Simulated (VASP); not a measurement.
Runs of VASP 6.6.1 on BN (Qingsongite). The structure is cubic, space group F-43m (No. 216). Conventional cell: a = 3.610 Å, b = 3.610 Å, c = 3.610 Å, α = 90.00°, β = 90.00°, γ = 90.00°. B (site symmetry -43m) has 4 N at 1.56 Å within 2.1 Å. N (site symmetry -43m) has 4 B at 1.56 Å within 2.1 Å. 

```csv
task,level,potentials or basis,k mesh,cutoff (eV),GW scheme,GW iterations,cutoff of the response function,frequency points,empty bands,gap on the mesh (eV),pressure (GPa)
single point,r2SCAN,"VASP PAW PBE potentials, release 64 (B, N)",6 × 6 × 6,520,-,-,-,-,-,4.98,1.2
single point,PBE,"VASP PAW PBE potentials, release 64 (B, N)",10 × 10 × 10,520,-,-,-,-,-,4.46,(b)
single point,LDA,"VASP PAW LDA potentials, release 64 (B, N)",6 × 6 × 6,520,-,-,-,-,-,4.35,-8.4
single point,PBE,"VASP PAW PBE potentials, release 64 (B, N)",6 × 6 × 6,520,-,-,-,-,-,4.46,(a)
```

Alike in all rows: no spin polarisation; cell as given; smearing gaussian 0.01 eV.

**Question.** Fill in the values left out.

**Answer.** (a) 5.1; (b) 5.0.

Caveats: some runs use coarse meshes; the PAW data sets were made with another functional, which shifts forces and pressure a little (some runs).

A k mesh can miss the band edges.
